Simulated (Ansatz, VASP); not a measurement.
# Al in VASP and in Ansatz

Contents of INCAR:

```
SYSTEM = Al
ALGO = Normal ; EDIFF = 1E-6
ENCUT = 520 ; GGA = CA
ISIF = 2 ; ISMEAR = 0
LASPH = .True. ; LCHARG = .True.
LELF = .True. ; LREAL = .False.
LVHAR = .True. ; LWAVE = .False.
NBANDS = 8 ; NELM = 80
PREC = Accurate ; SIGMA = 0.1
```

KPOINTS

```
k-points
0
Gamma
  8 8 8
  0 0 0
```

File POSCAR:

```
Al
1.0
    0.0000000000      2.0248050000      2.0248050000
    2.0248050000      0.0000000000      2.0248050000
    2.0248050000      2.0248050000      0.0000000000
Al
1
Direct
    0.0000000000      0.0000000000      0.0000000000
```

Input for Ansatz:

```yaml
crystal:
  lattice:
    - [0.0, 2.024805, 2.024805]
    - [2.024805, 0.0, 2.024805]
    - [2.024805, 2.024805, 0.0]
  atoms:
    - { symbol: Al, position: [0.0, 0.0, 0.0] }
basis:
  ecutwfc: 420
kpoints:
  mp_grid: { grid: [8, 8, 8] }
hamiltonian:
  xc: lda
  pseudopotentials: { kind: paw, azcp: { folder: soft_1 } }
scf:
  occupations: { method: gaussian, width: 0.1 }
output:
  forces: true
  stress: true
  eigenvalues: true
```

Alike in both runs: task single point; functional LDA; k mesh 8 × 8 × 8; occupations gaussian, width 0.1 eV; no spin polarisation.

|  | VASP | Ansatz |
| --- | --- | --- |
| version | VASP 6.6.1 | Ansatz 0.2.0 |
| potentials or method | VASP PAW LDA potentials, release 64 (Al), cutoff 520 eV | scalar-relativistic, plane waves, PAW |
| valence electrons in the cell | 3 | 3 |

|  | VASP | Ansatz | Ansatz less VASP |
| --- | --- | --- | --- |
| gap on the k mesh at the Fermi level (eV) | none | none | - |
| pressure (GPa) | -3.7 | -3.7 | -0.07 |

Ansatz warns that its potentials were made for another functional, while VASP's fit it. LDA's correlation is that of Perdew and Zunger in VASP and of Perdew and Wang (1992) in Ansatz. A gap of «none» marks a metal or a gap that the smearing closes.
